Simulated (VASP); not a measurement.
# GaP: single point with PBE

GaP:

```xyz
16
Lattice="0.0000 5.4505 5.4505 5.4505 0.0000 5.4505 5.4505 5.4505 0.0000" Properties=species:S:1:pos:R:3 pbc="T T T"
Ga    0.0000    0.0000    0.0000
Ga    2.7252    2.7252    0.0000
Ga    2.7252    0.0000    2.7252
Ga    5.4505    2.7252    2.7252
Ga    0.0000    2.7252    2.7252
Ga    2.7252    5.4505    2.7252
Ga    2.7252    2.7252    5.4505
Ga    5.4505    5.4505    5.4505
P     1.3626    1.3626    1.3626
P     4.0879    4.0879    1.3626
P     4.0879    1.3626    4.0879
P     6.8131    4.0879    4.0879
P     1.3626    4.0879    4.0879
P     4.0879    6.8131    4.0879
P     4.0879    4.0879    6.8131
P     6.8131    6.8131    6.8131
```

* Program: VASP 6.6.1
* Task: single point
* Functional: PBE
* Potentials or basis: VASP PAW PBE potentials, release 64 (Ga_d, P)
* Cutoff: 500 eV
* k mesh: 2 × 2 × 2
* Occupations: gaussian, width 0.02 eV
* Spin: no spin polarisation
* Dipole correction: no
* Further INCAR settings: ALGO = Normal; EDIFF = 1e-06; NBANDS = 86

* Pressure: 2.9 GPa
* Band gap on the k mesh: 1.63 eV

Levels at points of the mesh, in eV from the valence-band top:
```tsv
k point	band 68	band 69	band 70	band 71	band 72	band 73	band 74	band 75	band 76	band 77
(0.00, 0.00, 0.00)	-1.12	-1.12	0.00	0.00	0.00	1.63	1.63	1.63	1.65	1.65
(0.50, 0.00, 0.00)	-2.04	-0.67	-0.67	-0.67	-0.67	2.14	2.14	2.44	2.44	2.44
(0.50, 0.50, 0.00)	-1.69	-1.21	-1.21	-1.21	-1.21	2.16	2.16	3.15	3.15	3.15
```

Wall time 3.9 min on 1 thread of Intel Xeon 8259CL (shared host), peak memory 0.41 GiB.

Caveat: the k points lie up to 0.50 Å⁻¹ apart. As with any semilocal functional, this PBE gap is likely too small.
